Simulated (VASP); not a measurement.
# Al (Fm-3m) in VASP: further runs

The runs below take Al through single point, relaxation of cell and atoms, with LDA.

Program: VASP 6.6.1. These are calculated values, not measurements. Logs are shortened: lines on timing, memory, paths and dates and some standing lists are left out, and cuts for length are marked.

## Step 1: The cell of the first run

It takes space group Fm-3m (No. 225, cubic). The conventional cell has a = 4.050 Å, b = 4.050 Å, c = 4.050 Å, α = 90.00°, β = 90.00°, γ = 90.00°. Within 3.8 Å of Al (site symmetry m-3m) lie 12 Al at 2.86 Å.

## Step 2: Single point, LDA

Contents of INCAR:

```
PREC     = Accurate       # precision mode
ENCUT    = 520            # plane-wave cutoff, eV
EDIFF    = 1E-6           # SCF threshold, eV
ISMEAR   = 0              # smearing method
SIGMA    = 0.1            # smearing width, eV
LREAL    = False          # projectors in reciprocal space
LASPH    = True           # aspherical terms in the spheres
NELM     = 80             # most SCF steps
ALGO     = Normal         # electronic algorithm
ISIF     = 2              # what is computed and relaxed
LWAVE    = False          # write WAVECAR
LCHARG   = False          # write CHGCAR
NBANDS   = 8              # bands
```

Contents of KPOINTS:

```
regular mesh
0
Gamma
  8 8 8
```

Contents of POSCAR:

```
Al
1.0
    0.0000000000      2.0248050000      2.0248050000
    2.0248050000      0.0000000000      2.0248050000
    2.0248050000      2.0248050000      0.0000000000
Al
1
Direct
    0.0000000000      0.0000000000      0.0000000000
```

Potentials or basis: VASP PAW LDA potentials, release 64 (Al).

Launch:

```bash
> cat potpaw_LDA.64/Al/POTCAR > POTCAR
> mpirun -np 1 vasp_std > vasp.out
```

OUTCAR:

```text
PREC = Accurate
   ENCUT = 520
   EDIFF = 1E-6
   ISMEAR = 0
   LREAL = False
   LASPH = True
   NELM = 80
   ISIF = 2

 ion  position               nearest neighbor table
   1  0.000  0.000  0.000-

  LATTYP: Found a face centered cubic cell.
 ALAT       =     4.0496100000

  Lattice vectors:

 A1 = (   0.0000000000,   2.0248050000,   2.0248050000)
 A2 = (   2.0248050000,   0.0000000000,   2.0248050000)
 A3 = (   2.0248050000,   2.0248050000,   0.0000000000)

Analysis of symmetry for initial positions (statically):
=====================================================================
 Subroutine PRICEL returns:
 Original cell was already a primitive cell.

 Routine SETGRP: Setting up the symmetry group for a
 face centered cubic supercell.

 Subroutine GETGRP returns: Found 48 space group operations
 (whereof 48 operations were pure point group operations)
 out of a pool of 48 trial point group operations.

The static configuration has the point symmetry O_h .

Analysis of symmetry for dynamics (positions and initial velocities):
=====================================================================
 Subroutine PRICEL returns:
 Original cell was already a primitive cell.

 Routine SETGRP: Setting up the symmetry group for a
 face centered cubic supercell.

 Subroutine GETGRP returns: Found 48 space group operations
 (whereof 48 operations were pure point group operations)
 out of a pool of 48 trial point group operations.

The dynamic configuration has the point symmetry O_h .

 Subroutine INISYM returns: Found 48 space group operations
 (whereof 48 operations are pure point group operations),
 and found     1 'primitive' translations

----------------------------------------------------------------------------------------

                                     Primitive cell

  volume of cell :      16.6027

  direct lattice vectors                    reciprocal lattice vectors
     0.000000000  2.024805000  2.024805000    -0.246937359  0.246937359  0.246937359
     2.024805000  0.000000000  2.024805000     0.246937359 -0.246937359  0.246937359
     2.024805000  2.024805000  0.000000000     0.246937359  0.246937359 -0.246937359

  length of vectors
     2.863506692  2.863506692  2.863506692     0.427708053  0.427708053  0.427708053

  position of ions in fractional coordinates (direct lattice)
     0.000000000  0.000000000  0.000000000

  ion indices of the primitive-cell ions
   primitive index   ion index
                 1           1

[... 69 lines left out ...]
   ENCUT  =  520.0 eV  38.22 Ry    6.18 a.u.   5.32  5.32  5.32*2*pi/ulx,y,z
   NELM   =     80;   NELMIN=  2; NELMDL= -5     # of ELM steps
   EDIFF  = 0.1E-05   stopping-criterion for ELM
   LREAL  =      F    real-space projection
   EDIFFG = 0.1E-04   stopping-criterion for IOM
   NSW    =      0    number of steps for IOM
   IBRION =     -1    ionic relax: 0-MD 1-quasi-New 2-CG
   NFREE  =      0    steps in history (QN), initial steepest desc. (CG)
   ISIF   =      2    stress and relaxation
   ISYM   =      2    0-nonsym 1-usesym 2-fastsym
   POTIM  = 0.5000    time-step for ionic-motion
   TEBEG  =    0.0;   TEEND  =   0.0 temperature during run
   PSTRESS=    0.0 pullay stress
   NELECT =       3.0000    total number of electrons
   NUPDOWN=      -1.0000    fix difference up-down
   EMIN   =  10.00;   EMAX   =-10.00  energy-range for DOS
   EFERMI =   0.00;   METHOD = LEGACY
   ISMEAR =     0;   SIGMA  =   0.10  broadening in eV -4-tet -1-fermi 0-gaus
   EFERMI_NEDOS =   21; number of points for ismear=-14 and -15
   IALGO  =     38    algorithm
   IMIX   =      4    mixing-type and parameters
     AMIX     =   0.40;   BMIX     =  1.00
     AMIX_MAG =   1.60;   BMIX_MAG =  1.00
  volume/ion in A,a.u.               =      16.60       112.04
  Fermi-wavevector in a.u.,A,eV,Ry     =   0.925526  1.748991 11.654733  0.856599
  Thomas-Fermi vector in A             =   2.051390
   LORBIT       =      0    0 simple, 1 ext, 2 COOP (PROOUT), +10 PAW based schemes
   GGA     = CA    functional components
   LHFCALC =     F    Hartree Fock is set to
   AEXX    =    0.0000 exact exchange contribution
   IVDW    =     0    specifies the selected vdW correction
   LEPSILON=     F    determine dielectric tensor
   LRPA    =     F    only Hartree local field effects (RPA)
 non-spin polarized calculation
 Gauss-broadening in eV      SIGMA  =   0.10
  energy-cutoff  :      520.00
  volume of cell :       16.60
 maximum number of plane-waves:       459
 NGX is ok and might be reduce to    24
   NGX = 11   NGY = 11   NGZ = 11

 number of electron       3.0000000 magnetization

 Free energy of the ion-electron system (eV)
  ---------------------------------------------------
  ext. energy  EPLUGINS =         0.00000000
  ---------------------------------------------------
  free energy    TOTEN  =        -4.17804307 eV

  energy without entropy =       -4.17497676  energy(sigma->0) =       -4.17650991

 E-fermi :   7.7891     XC(G=0): -10.3200

 val. band max:        7.4258350580   @ k =  -0.2500   0.3750   0.1250
 cond. band min:       7.8641800308   @ k =   0.5000   0.2500   0.1250
 fundamental gap:      0.4383449728
 Fermi energy:         7.7891141775

 k-point     1 :       0.0000    0.0000    0.0000
  band No.  band energies     occupation
      1      -3.3294      2.00000
      2      20.2663      0.00000
      3      20.2663      0.00000
      4      20.2663      0.00000
      5      21.5381      0.00000
      6      21.5381      0.00000
      7      21.5381      0.00000
      8      24.2977      0.00000
[... 243 lines left out ...]
 k-point    24 :      -0.3750    0.2500    0.1250
  band No.  band energies     occupation
      1       4.2422      2.00000
      2       4.4305      2.00000
      3      12.6908      0.00000
      4      13.0573      0.00000
      5      20.8627      0.00000
      6      21.3394      0.00000
      7      27.7229      0.00000
      8      28.0810      0.00000

 [... further k-points ...]
[... 5 lines left out ...]
  --------------------------------------------------------------------------------------
  -------------------------------------------------------------------------------------
  Total       -0.3806239     -0.3806239     -0.3806239      0.0000000      0.0000000     -0.0000000
  in kB      -36.7305121    -36.7305121    -36.7305121      0.0000000      0.0000000     -0.0000000
  external PRESSURE =     -36.7305121 kB  Pullay stress =       0.0000000 kB

 VOLUME and BASIS-vectors are now :
 -----------------------------------------------------------------------------
  energy-cutoff  :      520.00
  volume of cell :       16.60
      direct lattice vectors                 reciprocal lattice vectors
     0.000000000  2.024805000  2.024805000    -0.246937359  0.246937359  0.246937359
     2.024805000  0.000000000  2.024805000     0.246937359 -0.246937359  0.246937359
     2.024805000  2.024805000  0.000000000     0.246937359  0.246937359 -0.246937359

 POSITION                                       TOTAL-FORCE (eV/Angst)
 -----------------------------------------------------------------------------------
      0.00000      0.00000      0.00000         0.000000      0.000000      0.000000
 -----------------------------------------------------------------------------------
    total drift:                                0.000000     -0.000000     -0.000000

  FREE ENERGIE OF THE ION-ELECTRON SYSTEM (eV)
  ---------------------------------------------------
  free  energy   TOTEN  =        -4.1780430672 eV

  energy  without entropy=       -4.1749767586  energy(sigma->0) =       -4.17650991
```

Wall time 2.3 s (1 thread of Intel Xeon 6975P-C (Granite Rapids), shared host); peak memory 0.11 GiB.

What came out:

```
Free energy : -4.1780 eV
Pressure    : -3.7 GPa
```

## Step 3: Single point, LDA

This run uses another cell than the first one, of 15.76 Å³/atom, 0.949 times its volume.

Contents of INCAR:

```
ALGO = Normal
EDIFF = 1E-7
ENCUT = 520
GGA = CA
ISIF = 2
ISMEAR = 0
LASPH = True
LCHARG = False
LREAL = False
LWAVE = False
NBANDS = 8
NELM = 80
PREC = Accurate
SIGMA = 0.1
```

Contents of KPOINTS:

```
k-points
0
Gamma
  14 14 14
```

Contents of POSCAR:

```
Al
1.0
    0.0000000000      1.9898158432      1.9898158432
    1.9898158432      0.0000000000      1.9898158432
    1.9898158432      1.9898158432      0.0000000000
Al
1
Direct
    0.0000000000      0.0000000000      0.0000000000
```

Potentials or basis: VASP PAW LDA potentials, release 64 (Al).

Launch:

```bash
> cat potpaw_LDA.64/Al/POTCAR > POTCAR
> mpirun -np 1 vasp_std > vasp.out
```

OUTCAR:

```text
EDIFF = 1E-7
   ENCUT = 520
   GGA = CA
   ISIF = 2
   ISMEAR = 0
   LASPH = True
   LREAL = False
   NELM = 80
   PREC = Accurate

 ion  position               nearest neighbor table
   1  0.000  0.000  0.000-

  LATTYP: Found a face centered cubic cell.
 ALAT       =     3.9796316864

  Lattice vectors:

 A1 = (   0.0000000000,   1.9898158432,   1.9898158432)
 A2 = (   1.9898158432,   0.0000000000,   1.9898158432)
 A3 = (   1.9898158432,   1.9898158432,   0.0000000000)

[... 442 lines left out ...]
      8      27.4649      0.00000

 [... further k-points ...]

------------------------ aborting loop because EDIFF is reached ----------------------------------------

  FORCE on cell =-STRESS in cart. coord.  units (eV):
  Direction    XX          YY          ZZ          XY          YZ          ZX
  --------------------------------------------------------------------------------------
  -------------------------------------------------------------------------------------
  Total        0.0075711      0.0075711      0.0075711     -0.0000000      0.0000000     -0.0000000
  in kB        0.7698400      0.7698400      0.7698400     -0.0000000      0.0000000     -0.0000000
  external PRESSURE =       0.7698400 kB  Pullay stress =       0.0000000 kB

 VOLUME and BASIS-vectors are now :
 -----------------------------------------------------------------------------
  energy-cutoff  :      520.00
  volume of cell :       15.76
      direct lattice vectors                 reciprocal lattice vectors
     0.000000000  1.989815843  1.989815843    -0.251279535  0.251279535  0.251279535
     1.989815843  0.000000000  1.989815843     0.251279535 -0.251279535  0.251279535
     1.989815843  1.989815843  0.000000000     0.251279535  0.251279535 -0.251279535

 POSITION                                       TOTAL-FORCE (eV/Angst)
 -----------------------------------------------------------------------------------
      0.00000      0.00000      0.00000         0.000000      0.000000      0.000000
 -----------------------------------------------------------------------------------
    total drift:                                0.000000     -0.000000     -0.000000

  FREE ENERGIE OF THE ION-ELECTRON SYSTEM (eV)
  ---------------------------------------------------
  free  energy   TOTEN  =        -4.1854972631 eV

  energy  without entropy=       -4.1831170187  energy(sigma->0) =       -4.18430714
```

OSZICAR:

```text
N       E                     dE             d eps       ncg     rms          rms(c)
DAV:   1    -0.279287226662E+01   -0.27929E+01   -0.91147E+02  1688   0.207E+02
DAV:   2    -0.420866584941E+01   -0.14158E+01   -0.13444E+01  2392   0.187E+01
DAV:   3    -0.421583251513E+01   -0.71667E-02   -0.71649E-02  2032   0.142E+00
DAV:   4    -0.421584697805E+01   -0.14463E-04   -0.14462E-04  2640   0.616E-02
DAV:   5    -0.421584699722E+01   -0.19176E-07   -0.19512E-07  1984   0.114E-03    0.145E+00
DAV:   6    -0.419743907042E+01    0.18408E-01   -0.24192E-03  2320   0.195E-01    0.814E-01
DAV:   7    -0.418552278957E+01    0.11916E-01   -0.60503E-03  2136   0.305E-01    0.169E-01
DAV:   8    -0.418549747596E+01    0.25314E-04   -0.19164E-05  2544   0.280E-02    0.154E-02
DAV:   9    -0.418549727065E+01    0.20530E-06   -0.12470E-07  2248   0.175E-03    0.762E-04
DAV:  10    -0.418549726307E+01    0.75780E-08   -0.25734E-09  2056   0.297E-04
   1 F= -.41854973E+01 E0= -.41843071E+01  d E =-.238024E-02
```

stdout:

```text
POSCAR found type information on POSCAR Al
 POSCAR found :  1 types and       1 ions
 scaLAPACK will be used
 LDA part: xc-table for (Slater(with rela. corr.)+CA(PZ))
 , standard interpolation
 POSCAR, INCAR and KPOINTS ok, starting setup
 FFT: planning ... GRIDC
 FFT: planning ... GRID_SOFT
 FFT: planning ... GRID
 WAVECAR not read
 entering main loop
```

Wall time 4.7 s (1 thread of Intel Xeon 6975P-C (Granite Rapids), shared host); peak memory 0.12 GiB.

Results:

- Free energy: -4.1855 eV
- Pressure: 0.1 GPa

## Step 4: Single point, LDA

This run uses another cell than the first one, of 15.82 Å³/atom, 0.953 times its volume.

Contents of INCAR:

```
  ALGO = Normal
  EDIFF = 1E-6
  ENCUT = 520
  ISIF = 2
  ISMEAR = -1
  LASPH = T
  LCHARG = F
  LREAL = F
  LWAVE = F
  NBANDS = 8
  NELM = 60
  PREC = Accurate
  SIGMA = 0.15
```

Contents of KPOINTS:

```
k-points
0
Gamma
  16 16 16
```

Contents of POSCAR:

```
Al
1.0
    0.0000000000      1.9923459480      1.9923459480
    1.9923459480      0.0000000000      1.9923459480
    1.9923459480      1.9923459480      0.0000000000
Al
1
Direct
    0.0000000000      0.0000000000      0.0000000000
```

Launch:

```bash
> cat potpaw_LDA.64/Al/POTCAR > POTCAR
> mpirun -np 1 vasp_std > vasp.out
```

It took 5.4 s on 1 thread of Intel Xeon 6975P-C (Granite Rapids), shared host; peak memory 0.13 GiB.

The run converged. Its results:

- Free energy: -4.2093 eV
- Pressure: 0.1 GPa

Levels at points of the mesh, in eV from the Fermi level:
| k point | band 1 | band 2 | band 3 | band 4 |
| --- | --- | --- | --- | --- |
| (0.00, 0.00, 0.00) | -11.42 | 12.78 | 12.78 | 12.78 |
| (0.50, 0.00, 0.00) | -4.74 | -4.48 | 11.61 | 11.61 |
| (0.50, 0.50, 0.00) | -3.02 | -1.65 | 5.28 | 5.71 |

## Step 5: Relaxation of cell and atoms, LDA

Contents of INCAR:

```
SYSTEM = Al
PREC     = Accurate       ! precision mode
ENCUT    = 600            ! plane-wave cutoff, eV
EDIFF    = 1E-6           ! SCF threshold, eV
ISMEAR   = 0              ! smearing method
SIGMA    = 0.1            ! smearing width, eV
LREAL    = .FALSE.        ! projectors in reciprocal space
LASPH    = .TRUE.         ! aspherical terms in the spheres
NELM     = 80             ! most SCF steps
ALGO     = Fast           ! electronic algorithm
ISIF     = 3              ! what is computed and relaxed
LWAVE    = .FALSE.        ! write WAVECAR
LCHARG   = .FALSE.        ! write CHGCAR
GGA      = CA             ! functional
IBRION   = 2              ! ionic algorithm
NSW      = 100            ! ionic steps
EDIFFG   = -0.002         ! ionic threshold
```

Contents of KPOINTS:

```
regular mesh
0
G
  14 14 14
  0 0 0
```

Contents of POSCAR:

```
Al
1.0
    0.0000000000      2.0248050000      2.0248050000
    2.0248050000      0.0000000000      2.0248050000
    2.0248050000      2.0248050000      0.0000000000
Al
1
Direct
    0.0000000000      0.0000000000      0.0000000000
```

Launch:

```bash
> cat potpaw_LDA.64/Al/POTCAR > POTCAR
> mpirun -np 1 vasp_std > vasp.out
```

It took 6.1 s on 1 thread of Intel Xeon 6975P-C (Granite Rapids), shared host; peak memory 0.13 GiB.

It converged, with:

- Free energy: -4.1856 eV
- Relaxed volume: 15.77 Å³/atom
- Relaxed cell: a = 2.815 Å, b = 2.815 Å, c = 2.815 Å, α = 60.00°, β = 60.00°, γ = 60.00°
- Space group after relaxing (to 0.05 Å): Fm-3m (No. 225)
- Energy gained by relaxing: 10.5 meV/atom
- Ionic steps: 3
- Pressure after relaxing: 0.0 GPa

Step by step:
```csv
step,energy change (eV),largest force (eV/Å),pressure (GPa),volume (Å³)
1,0.0000,0.0000,-3.86,16.60
2,-0.0103,0.0000,0.61,15.66
3,-0.0105,0.0000,0.01,15.77
```

Final structure:
```xyz
1
Lattice="0.0000 1.9904 1.9904 1.9904 0.0000 1.9904 1.9904 1.9904 0.0000" Properties=species:S:1:pos:R:3 pbc="T T T"
Al    0.0000    0.0000    0.0000
```

Levels at points of the mesh, in eV from the Fermi level:
| k point | band 1 | band 2 | band 3 | band 4 | band 5 |
| --- | --- | --- | --- | --- | --- |
| (0.00, 0.00, 0.00) | -11.38 | 12.86 | 12.86 | 12.86 | 14.53 |
| (0.50, 0.00, 0.00) | -4.69 | -4.42 | 11.68 | 11.76 | 11.76 |
| (0.50, 0.50, 0.00) | -2.97 | -1.58 | 5.34 | 5.79 | 5.79 |

LDA usually gives volumes a few per cent too small. Zero-point motion and thermal expansion aren't in these numbers.

## Step 6: Relaxation of cell and atoms, LDA

This run uses another cell than the first one, of 15.76 Å³/atom, 0.949 times its volume.

Contents of INCAR:

```
SYSTEM = Al
PREC = Accurate
ENCUT = 600
EDIFF = 1E-7
ISMEAR = -1
SIGMA = 0.15
LREAL = .False.
LASPH = .True.
NELM = 60
ALGO = Fast
ISIF = 3
LWAVE = .False.
LCHARG = .False.
GGA = CA
IBRION = 2
NSW = 80
EDIFFG = -0.001
```

Contents of KPOINTS:

```
regular mesh
0
Gamma
  16 16 16
  0 0 0
```

Contents of POSCAR:

```
Al
1.0
    0.0000000000      1.9898158432      1.9898158432
    1.9898158432      0.0000000000      1.9898158432
    1.9898158432      1.9898158432      0.0000000000
Al
1
Direct
    0.0000000000      0.0000000000      0.0000000000
```

Potentials or basis: VASP PAW LDA potentials, release 64 (Al).

Launch:

```bash
> cat potpaw_LDA.64/Al/POTCAR > POTCAR
> mpirun -np 1 vasp_std > vasp.out
```

It took 8 s on 1 thread of Intel Xeon 6975P-C (Granite Rapids), shared host; peak memory 0.13 GiB.

It converged, with:

```
Free energy                            : -4.2094 eV
Relaxed volume                         : 15.83 Å³/atom
Relaxed cell                           : a = 2.819 Å, b = 2.819 Å, c = 2.819 Å, α = 60.00°, β = 60.00°, γ = 60.00°
Space group after relaxing (to 0.05 Å) : Fm-3m (No. 225)
Energy gained by relaxing              : 0.1 meV/atom
Ionic steps                            : 3
Pressure after relaxing                : 0.0 GPa
```

Step by step:
| step | energy change (eV) | largest force (eV/Å) | pressure (GPa) | volume (Å³) |
| --- | --- | --- | --- | --- |
| 1 | 0.0000 | 0.0000 | 0.42 | 15.76 |
| 2 | -0.0001 | 0.0000 | -0.09 | 15.85 |
| 3 | -0.0001 | 0.0000 | 0.00 | 15.83 |

Final structure:
```
Al
1.0
     0.00000    1.99308    1.99308
     1.99308    0.00000    1.99308
     1.99308    1.99308    0.00000
Al
1
Direct
  0.00000 0.00000 0.00000
```

Levels at points of the mesh, in eV from the Fermi level:
```
           k point  band 1  band 2  band 3  band 4  band 5
(0.00, 0.00, 0.00)  -11.41   12.77   12.77   12.77   14.41
(0.50, 0.00, 0.00)   -4.74   -4.47   11.60   11.60   11.65
(0.50, 0.50, 0.00)   -3.02   -1.65    5.28    5.70    5.70
```

## Step 7: Summary

```tsv
task	cell	k mesh	cutoff (eV)	smearing	gap on the mesh (eV)	pressure (GPa)	relaxed volume (Å³/atom)
single point	a = 2.864 Å, angles 60.0°, 1 atom	8 × 8 × 8	520	gaussian 0.1 eV	none	-3.7	-
single point	a = 2.814 Å, angles 60.0°, 1 atom	14 × 14 × 14	520	gaussian 0.1 eV	none	0.1	-
single point	a = 2.818 Å, angles 60.0°, 1 atom	16 × 16 × 16	520	fermi-dirac 0.15 eV	none	0.1	-
relaxation of cell and atoms	relaxed from a = 2.864 Å, angles 60.0°, 1 atom	14 × 14 × 14	600	gaussian 0.1 eV	none	0.0	15.77
relaxation of cell and atoms	relaxed from a = 2.814 Å, angles 60.0°, 1 atom	16 × 16 × 16	600	fermi-dirac 0.15 eV	none	0.0	15.83
```

Alike in all rows: level LDA; potentials or basis VASP PAW LDA potentials, release 64 (Al); no spin polarisation.

Total energies depend on the potentials used, so only differences within one code and one set of settings carry meaning.
